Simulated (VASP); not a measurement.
# Te2Mo (Cm) in VASP: further runs

Runs on Te2Mo. Level: PBE+D3(BJ). Tasks: single point.

All numbers are computed with VASP 6.6.1; they aren't measurements. Logs are shortened: lines on timing, memory, paths and dates and some standing lists are left out, and cuts for length are marked.

### 1 The cell of the first run

It takes space group Cm (No. 8, monoclinic). Conventional cell: a = 6.266 Å, b = 3.617 Å, c = 7.091 Å, α = 90.00°, β = 90.00°, γ = 90.00°. Te (site symmetry m) has 3 Mo at 2.61 to 2.73 Å and 1 Te at 3.39 Å within 3.4 Å. Within 3.5 Å of Te (site symmetry m) lie 3 Mo at 2.65 to 2.77 Å and 1 Te at 3.39 Å. Within 3.4 Å of Mo (site symmetry m) lie 6 Te at 2.61 to 2.77 Å.

### 2 Single point, PBE+D3(BJ) (mode 5 frozen in at -0.103 Å, strain +e along z and -e/2 along x and y -0.0700)

INCAR reads:

```
SYSTEM = Te2Mo
PREC = Accurate ; ENCUT = 520
EDIFF = 1E-6 ; ISMEAR = 0
SIGMA = 0.05 ; LREAL = .FALSE.
LASPH = .TRUE. ; NELM = 60
ALGO = Normal ; ISIF = 2
LWAVE = .FALSE. ; LCHARG = .TRUE.
GGA = PE ; IVDW = 12
LELF = .TRUE. ; LVHAR = .TRUE.
NBANDS = 20
```

KPOINTS reads:

```
Automatic mesh
0
G
  9 9 4
  0 0 0
```

POSCAR reads:

```
Te2Mo
1.0
    3.6174889149      0.0000000000      0.0000000000
   -1.8087444575      3.1328372982      0.0000000000
    0.0000000000      0.0000000000      7.0908358394
Te Mo
2 1
Direct
    0.3162696480      0.6325392959      0.7614144829
    0.3503970187      0.7007940374      0.2385855171
    0.0000000000      0.0000000000      0.0000000000
```

Potentials or basis: VASP PAW PBE potentials, release 64 (Te, Mo_sv).

Command:

```sh
cat potpaw_PBE.64/Te/POTCAR potpaw_PBE.64/Mo_sv/POTCAR > POTCAR
mpirun -np 1 vasp_std > vasp.out
```

OUTCAR:

```text
SYSTEM = Te2Mo
   PREC = Accurate
   ENCUT = 520
   EDIFF = 1E-6
   ISMEAR = 0
   LREAL = .FALSE.
   LASPH = .TRUE.
   NELM = 60
   ISIF = 2
   GGA = PE
   IVDW = 12
 IVDW          = 12

 ion  position               nearest neighbor table
   1  0.316  0.633  0.761-   3 2.61   3 2.73   3 2.73   2 3.39
   2  0.350  0.701  0.239-   3 2.65   3 2.65   3 2.77   1 3.39
   3  0.000  0.000  0.000-   1 2.61   2 2.65   2 2.65   1 2.73   1 2.73   2 2.77

  LATTYP: Found a hexagonal cell.
 ALAT       =     3.6174889149
 C/A-ratio  =     1.9601541307

  Lattice vectors:

 A1 = (   3.6174889149,   0.0000000000,   0.0000000000)
 A2 = (  -1.8087444575,   3.1328372982,   0.0000000000)
 A3 = (   0.0000000000,   0.0000000000,   7.0908358394)

Analysis of symmetry for initial positions (statically):
=====================================================================
 Subroutine PRICEL returns:
 Original cell was already a primitive cell.

 Routine SETGRP: Setting up the symmetry group for a
 hexagonal supercell.

 Subroutine GETGRP returns: Found  2 space group operations
 (whereof  2 operations were pure point group operations)
 out of a pool of 24 trial point group operations.

The static configuration has the point symmetry C_1h.

Analysis of symmetry for dynamics (positions and initial velocities):
=====================================================================
 Subroutine PRICEL returns:
 Original cell was already a primitive cell.

 Routine SETGRP: Setting up the symmetry group for a
 hexagonal supercell.

 Subroutine GETGRP returns: Found  2 space group operations
 (whereof  2 operations were pure point group operations)
 out of a pool of 24 trial point group operations.

The dynamic configuration has the point symmetry C_1h.

 Subroutine INISYM returns: Found  2 space group operations
 (whereof  2 operations are pure point group operations),
 and found     1 'primitive' translations

----------------------------------------------------------------------------------------

                                     Primitive cell

  volume of cell :      80.3605

  direct lattice vectors                    reciprocal lattice vectors
     3.617488915  0.000000000  0.000000000     0.276434848  0.159599734  0.000000000
    -1.808744458  3.132837298  0.000000000     0.000000000  0.319199468  0.000000000
     0.000000000  0.000000000  7.090835839     0.000000000  0.000000000  0.141027098

[... 83 lines left out ...]
   ENCUT  =  520.0 eV  38.22 Ry    6.18 a.u.   6.73  6.73 13.18*2*pi/ulx,y,z
   NELM   =     60;   NELMIN=  2; NELMDL= -5     # of ELM steps
   EDIFF  = 0.1E-05   stopping-criterion for ELM
   LREAL  =      F    real-space projection
   EDIFFG = 0.1E-04   stopping-criterion for IOM
   NSW    =      0    number of steps for IOM
   IBRION =     -1    ionic relax: 0-MD 1-quasi-New 2-CG
   NFREE  =      0    steps in history (QN), initial steepest desc. (CG)
   ISIF   =      2    stress and relaxation
   ISYM   =      2    0-nonsym 1-usesym 2-fastsym
   POTIM  = 0.5000    time-step for ionic-motion
   TEBEG  =    0.0;   TEEND  =   0.0 temperature during run
   PSTRESS=    0.0 pullay stress
   NELECT =      26.0000    total number of electrons
   NUPDOWN=      -1.0000    fix difference up-down
   EMIN   =  10.00;   EMAX   =-10.00  energy-range for DOS
   EFERMI =   0.00;   METHOD = LEGACY
   ISMEAR =     0;   SIGMA  =   0.05  broadening in eV -4-tet -1-fermi 0-gaus
   EFERMI_NEDOS =   21; number of points for ismear=-14 and -15
   IALGO  =     38    algorithm
   IMIX   =      4    mixing-type and parameters
     AMIX     =   0.40;   BMIX     =  1.00
     AMIX_MAG =   1.60;   BMIX_MAG =  1.00
  volume/ion in A,a.u.               =      26.79       180.77
  Fermi-wavevector in a.u.,A,eV,Ry     =   1.123876  2.123818 17.185486  1.263098
  Thomas-Fermi vector in A             =   2.260545
   LORBIT       =      0    0 simple, 1 ext, 2 COOP (PROOUT), +10 PAW based schemes
   GGA     = PE    functional components
   LHFCALC =     F    Hartree Fock is set to
   AEXX    =    0.0000 exact exchange contribution
   IVDW    =    12    specifies the selected vdW correction
   LEPSILON=     F    determine dielectric tensor
   LRPA    =     F    only Hartree local field effects (RPA)
 non-spin polarized calculation
 Gauss-broadening in eV      SIGMA  =   0.05
  energy-cutoff  :      520.00
  volume of cell :       80.36
 maximum number of plane-waves:      2198
   NGX = 13   NGY = 13   NGZ = 27

 number of electron      26.0000004 magnetization

 Free energy of the ion-electron system (eV)
  ---------------------------------------------------
  ext. energy  EPLUGINS =         0.00000000
  ---------------------------------------------------
  free energy    TOTEN  =       -17.66117075 eV

  energy without entropy =      -17.66116158  energy(sigma->0) =      -17.66116617

 E-fermi :   7.7042     XC(G=0):  -9.9340

 val. band max:        7.6164818663   @ k =   0.0000   0.0000   0.5000
 cond. band min:       7.8123018447   @ k =   0.3333   0.3333   0.0000
 fundamental gap:      0.1958199783
 Fermi energy:         7.7041719959

 k-point     1 :       0.0000    0.0000    0.0000
  band No.  band energies     occupation
      1     -53.5372      2.00000
      2     -27.6712      2.00000
      3     -27.6410      2.00000
      4     -27.6394      2.00000
      5      -5.6039      2.00000
      6      -4.0947      2.00000
[... 541 lines left out ...]
     19      12.8232      0.00000
     20      15.1452      0.00000

 [... further k-points ...]

------------------------ aborting loop because EDIFF is reached ----------------------------------------

 Edisp (eV)   -1.49940

 E8    (eV) :    -0.6919

  FORCE on cell =-STRESS in cart. coord.  units (eV):
  Direction    XX          YY          ZZ          XY          YZ          ZX
  --------------------------------------------------------------------------------------
  -------------------------------------------------------------------------------------
  Total      -0.56654    -0.56026     5.39886     0.00000    -2.83992     0.00000
  in kB     -11.29525   -11.17019   107.63922     0.00000   -56.62049     0.00000
  external pressure =       28.39 kB  Pullay stress =        0.00 kB

 VOLUME and BASIS-vectors are now :
 -----------------------------------------------------------------------------
  energy-cutoff  :      520.00
  volume of cell :       80.36
      direct lattice vectors                 reciprocal lattice vectors
     3.617488915  0.000000000  0.000000000     0.276434848  0.159599734  0.000000000
    -1.808744458  3.132837298  0.000000000     0.000000000  0.319199468  0.000000000
     0.000000000  0.000000000  7.090835839     0.000000000  0.000000000  0.141027098

 POSITION                                       TOTAL-FORCE (eV/Angst)
 -----------------------------------------------------------------------------------
      0.00000      1.98164      5.39907        -0.000000      0.834927     -1.195695
     -0.00000      2.19547      1.69177         0.000000     -0.687293      1.179334
      0.00000      0.00000      0.00000         0.000000     -0.147634      0.016361
 -----------------------------------------------------------------------------------
    total drift:                                0.000000      0.000003     -0.000001

  FREE ENERGIE OF THE ION-ELECTRON SYSTEM (eV)
  ---------------------------------------------------
  free  energy   TOTEN  =       -19.1605727709 eV

  energy  without entropy=      -19.1605635996  energy(sigma->0) =      -19.16056819
```

OSZICAR:

```text
N       E                     dE             d eps       ncg     rms          rms(c)
DAV:   1     0.159373584630E+03    0.15937E+03   -0.12323E+04  4144   0.116E+03
DAV:   2    -0.117134585237E+02   -0.17109E+03   -0.16667E+03  4760   0.276E+02
DAV:   3    -0.181553254486E+02   -0.64419E+01   -0.63574E+01  4660   0.476E+01
DAV:   4    -0.182553130957E+02   -0.99988E-01   -0.99942E-01  5136   0.607E+00
DAV:   5    -0.182563609726E+02   -0.10479E-02   -0.10478E-02  4584   0.569E-01    0.159E+01
DAV:   6    -0.179221277783E+02    0.33423E+00   -0.42790E+00  4004   0.116E+01    0.709E+00
DAV:   7    -0.177977197021E+02    0.12441E+00   -0.29433E+00  3928   0.850E+00    0.459E+00
DAV:   8    -0.176610294204E+02    0.13669E+00   -0.53931E-01  4212   0.414E+00    0.130E+00
DAV:   9    -0.176618371766E+02   -0.80776E-03   -0.51175E-02  4388   0.121E+00    0.581E-01
DAV:  10    -0.176610417052E+02    0.79547E-03   -0.83776E-03  4148   0.600E-01    0.134E-01
DAV:  11    -0.176611600838E+02   -0.11838E-03   -0.32442E-04  4368   0.119E-01    0.814E-02
DAV:  12    -0.176611445546E+02    0.15529E-04   -0.53947E-05  4372   0.374E-02    0.224E-02
DAV:  13    -0.176611701658E+02   -0.25611E-04   -0.34166E-05  4028   0.268E-02    0.105E-02
DAV:  14    -0.176611707523E+02   -0.58646E-06   -0.13144E-06  3964   0.621E-03
   1 F= -.19160573E+02 E0= -.19160568E+02  d E =-.917129E-05
```

Run time: 99 s. Hardware: 1 thread of Intel Xeon Platinum 8375C at 2.90GHz (Ice Lake), shared host; peak memory 0.3 GiB.

Results:

```yaml
Free_energy: -19.1606 eV
Pressure: 2.8 GPa
Largest_force: 1.458 eV/Å
Band_gap_on_the_k_mesh: 0.20 eV, indirect (least direct gap 0.77 eV)
Dispersion_energy_per_atom: -0.500 eV
```

Forces on the atoms (eV/Å):
```
Te   0.000  0.835 -1.196
Te   0.000 -0.687  1.179
Mo   0.000 -0.148  0.016
```

Caveat: the cell differs from its parent crystal (mode 5 frozen in at -0.103 Å, strain +e along z and -e/2 along x and y -0.0700); spin-orbit coupling is left out, which moves the levels of the heavy elements; forces of over 1 eV/Å act on the atoms, so gaps and moduli don't describe the material at rest. A k mesh can miss the band edges.

(Continued in part 2 of 2.)
